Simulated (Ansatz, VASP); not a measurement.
# Bi: VASP beside Ansatz

The input INCAR:

```
  PREC = Accurate
  ENCUT = 520
  EDIFF = 1E-7
  ISMEAR = 0
  SIGMA = 0.05
  LREAL = F
  LASPH = T
  NELM = 60
  ALGO = Normal
  ISIF = 2
  LWAVE = F
  LCHARG = T
  LELF = T
  LVHAR = T
  NBANDS = 14
```

The input KPOINTS:

```
Automatic mesh
0
Gamma
  9 9 9
```

The input POSCAR:

```
Bi
1.0
    3.4319383500      0.0000000000      0.0000000000
   -1.1439794497      3.2356625066      0.0000000000
   -1.1439794497     -1.6178312528      2.8021659291
Bi
1
Direct
    0.0000000000      0.0000000000      0.0000000000
```

input.yaml

```yaml
crystal:
  lattice:
    - [3.43193835, 0.0, 0.0]
    - [-1.1439794497, 3.2356625066, 0.0]
    - [-1.1439794497, -1.6178312528, 2.8021659291]
  atoms:
    - { symbol: Bi, position: [0.0, 0.0, 0.0] }
hamiltonian:
  xc: lda
  pseudopotentials: { kind: paw }
kpoints:
  mp_grid: { grid: [9, 9, 9] }
scf:
  occupations: { method: gaussian, width: 0.05 }
output:
  forces: true
  stress: true
  eigenvalues: true
```

Alike in both runs: task single point; functional LDA; k mesh 9 × 9 × 9; occupations gaussian, width 0.05 eV; no spin polarisation.

|  | VASP | Ansatz |
| --- | --- | --- |
| version | VASP 6.6.1 | Ansatz 0.2.0 |
| potentials or method | VASP PAW LDA potentials, release 64 (Bi_d) | Ansatz PAW |
| plane-wave cutoff (eV) | 520 | 420 |
| valence electrons in the cell | 15 | 15 |

|  | VASP | Ansatz | Ansatz less VASP |
| --- | --- | --- | --- |
| gap on the k mesh at the Fermi level (eV) | none | none | - |
| pressure (GPa) | -3.3 | -3.3 | -0.07 |

LDA's correlation is that of Perdew and Zunger in VASP and of Perdew and Wang (1992) in Ansatz. A gap of «none» marks a metal or a gap that the smearing closes.

Spin-orbit coupling is off throughout.
